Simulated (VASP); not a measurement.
# KF (Fm-3m) in VASP: further runs, part 2 of 2

VASP 6.6.1.

## (6) Single point, LDA

This run uses another cell than the first one, of 19.84 Å³/atom.

File INCAR:

```
SYSTEM = KF
  ALGO = Normal
  EDIFF = 1E-6
  ENCUT = 520
  ISIF = 2
  ISMEAR = -1
  LASPH = .True.
  LCHARG = .False.
  LREAL = .False.
  LWAVE = .False.
  NBANDS = 15
  NELM = 100
  PREC = Accurate
  SIGMA = 0.05
```

File KPOINTS:

```
k-points
0
Gamma
  9 9 9
  0 0 0
```

File POSCAR:

```
KF
1.0
    0.0000000000      2.7070099531      2.7070099531
    2.7070099531      0.0000000000      2.7070099531
    2.7070099531      2.7070099531      0.0000000000
K F
1 1
Direct
    0.0000000000      0.0000000000      0.0000000000
    0.5000000000      0.5000000000      0.5000000000
```

Potentials or basis: VASP PAW LDA potentials, release 64 (K_sv, F).

The run is started by

```console
$ cat potpaw_LDA.64/K_sv/POTCAR potpaw_LDA.64/F/POTCAR > POTCAR
$ mpirun -np 1 vasp_std > vasp.out
```

OUTCAR:

```text
SYSTEM = KF
   EDIFF = 1E-6
   ENCUT = 520
   ISIF = 2
   ISMEAR = -1
   LASPH = .True.
   LREAL = .False.
   NELM = 100
   PREC = Accurate

 ion  position               nearest neighbor table
   1  0.000  0.000  0.000-   2 2.71   2 2.71   2 2.71   2 2.71   2 2.71   2 2.71
   2  0.500  0.500  0.500-   1 2.71   1 2.71   1 2.71   1 2.71   1 2.71   1 2.71

  LATTYP: Found a face centered cubic cell.
 ALAT       =     5.4140199062

  Lattice vectors:

 A1 = (   0.0000000000,   2.7070099531,   2.7070099531)
 A2 = (   2.7070099531,   0.0000000000,   2.7070099531)
 A3 = (   2.7070099531,   2.7070099531,   0.0000000000)

Analysis of symmetry for initial positions (statically):
=====================================================================
 Subroutine PRICEL returns:
 Original cell was already a primitive cell.

 Routine SETGRP: Setting up the symmetry group for a
 face centered cubic supercell.

 Subroutine GETGRP returns: Found 48 space group operations
 (whereof 48 operations were pure point group operations)
 out of a pool of 48 trial point group operations.

The static configuration has the point symmetry O_h .

Analysis of symmetry for dynamics (positions and initial velocities):
=====================================================================
 Subroutine PRICEL returns:
 Original cell was already a primitive cell.

 Routine SETGRP: Setting up the symmetry group for a
 face centered cubic supercell.

 Subroutine GETGRP returns: Found 48 space group operations
 (whereof 48 operations were pure point group operations)
 out of a pool of 48 trial point group operations.

The dynamic configuration has the point symmetry O_h .

 Subroutine INISYM returns: Found 48 space group operations
 (whereof 48 operations are pure point group operations),
 and found     1 'primitive' translations

----------------------------------------------------------------------------------------

                                     Primitive cell

  volume of cell :      39.6734

  direct lattice vectors                    reciprocal lattice vectors
     0.000000000  2.707009953  2.707009953    -0.184705638  0.184705638  0.184705638
[... 120 lines left out ...]
 maximum number of plane-waves:      1080
   NGX = 15   NGY = 15   NGZ = 15

 number of electron      15.9999983 magnetization

 Free energy of the ion-electron system (eV)
  ---------------------------------------------------
  ext. energy  EPLUGINS =         0.00000000
  ---------------------------------------------------
  free energy    TOTEN  =        -8.99896567 eV

  energy without entropy =       -8.99896567  energy(sigma->0) =       -8.99896567

 E-fermi :  -2.2266     XC(G=0):  -8.9402

 val. band max:       -3.3327240979   @ k =   0.0000   0.0000   0.0000
 cond. band min:       2.2670350769   @ k =   0.0000   0.0000   0.0000
 fundamental gap:      5.5997591747
 Fermi energy:        -2.2266174052

 k-point     1 :       0.0000    0.0000    0.0000
  band No.  band energies     occupation
      1     -29.0719      2.00000
      2     -21.5293      2.00000
      3     -12.5725      2.00000
      4     -12.5725      2.00000
      5     -12.5725      2.00000
      6      -3.3327      2.00000
      7      -3.3327      2.00000
      8      -3.3327      2.00000
      9       2.2670      0.00000
     10       7.0758      0.00000
     11       7.0758      0.00000
     12       7.0758      0.00000
     13       8.7543      0.00000
     14       8.7543      0.00000
[... 401 lines left out ...]
      2     -21.5416      2.00000
      3     -13.0810      2.00000
      4     -12.7687      2.00000
      5     -12.7687      2.00000
      6      -3.5988      2.00000
      7      -3.3968      2.00000
      8      -3.3968      2.00000
      9       4.5897      0.00000
     10       6.2863      0.00000
     11       7.9371      0.00000
     12       9.9934      0.00000
     13      10.4916      0.00000
     14      10.4916      0.00000
     15      12.1530      0.00000

 [... further k-points ...]

------------------------ aborting loop because EDIFF is reached ----------------------------------------

  FORCE on cell =-STRESS in cart. coord.  units (eV):
  Direction    XX          YY          ZZ          XY          YZ          ZX
  --------------------------------------------------------------------------------------
  -------------------------------------------------------------------------------------
  Total       -1.0667041     -1.0667041     -1.0667041     -0.0000000      0.0000000      0.0000000
  in kB      -43.0779464    -43.0779464    -43.0779464     -0.0000000      0.0000000      0.0000000
  external PRESSURE =     -43.0779464 kB  Pullay stress =       0.0000000 kB

 VOLUME and BASIS-vectors are now :
 -----------------------------------------------------------------------------
  energy-cutoff  :      520.00
  volume of cell :       39.67
      direct lattice vectors                 reciprocal lattice vectors
     0.000000000  2.707009953  2.707009953    -0.184705638  0.184705638  0.184705638
     2.707009953  0.000000000  2.707009953     0.184705638 -0.184705638  0.184705638
     2.707009953  2.707009953  0.000000000     0.184705638  0.184705638 -0.184705638

 POSITION                                       TOTAL-FORCE (eV/Angst)
 -----------------------------------------------------------------------------------
      0.00000      0.00000      0.00000        -0.000000      0.000000      0.000000
      2.70701      2.70701      2.70701         0.000000     -0.000000     -0.000000
 -----------------------------------------------------------------------------------
    total drift:                                0.000000      0.000000      0.000000

  FREE ENERGIE OF THE ION-ELECTRON SYSTEM (eV)
  ---------------------------------------------------
  free  energy   TOTEN  =        -8.9989656706 eV

  energy  without entropy=       -8.9989656705  energy(sigma->0) =       -8.99896567
```

stdout:

```text
POSCAR found type information on POSCAR K F
 POSCAR found :  2 types and       2 ions
 scaLAPACK will be used
 LDA part: xc-table for (Slater(with rela. corr.)+CA(PZ))
 , standard interpolation
 POSCAR, INCAR and KPOINTS ok, starting setup
 FFT: planning ... GRIDC
 FFT: planning ... GRID_SOFT
 FFT: planning ... GRID
 WAVECAR not read
 entering main loop
```

It took 25 s on 1 thread of Intel Xeon 8259CL, shared host; peak memory 0.15 GiB.

What came out:

| Property | Result |
| --- | --- |
| Free energy | -8.9990 eV |
| Pressure | -4.3 GPa |
| Band gap on the k mesh | 5.60 eV |

Caveat: the cell stands under tension; an odd mesh through Γ misses points on the zone boundary, where band edges can lie.

## (7) The runs side by side

| cell | gap on the mesh (eV) | pressure (GPa) |
| --- | --- | --- |
| a = 3.701 Å, angles 60.0°, 2 atoms | 6.12 | -1.5 |
| a = 3.727 Å, angles 60.0°, 2 atoms | 6.00 | -2.2 |
| a = 3.753 Å, angles 60.0°, 2 atoms | 5.89 | -2.8 |
| a = 3.804 Å, angles 60.0°, 2 atoms | 5.69 | -3.9 |
| a = 3.828 Å, angles 60.0°, 2 atoms | 5.60 | -4.3 |

Alike in all rows: task single point; level LDA; potentials or basis VASP PAW LDA potentials, release 64 (K_sv, F); no spin polarisation; k mesh 9 × 9 × 9; cutoff (eV) 520; smearing fermi-dirac 0.05 eV.

Caveats: an odd mesh through Γ misses points on the zone boundary, where band edges can lie; the cell stands under tension (at least some runs).

Absolute energies hang on the potentials; compare differences alone.
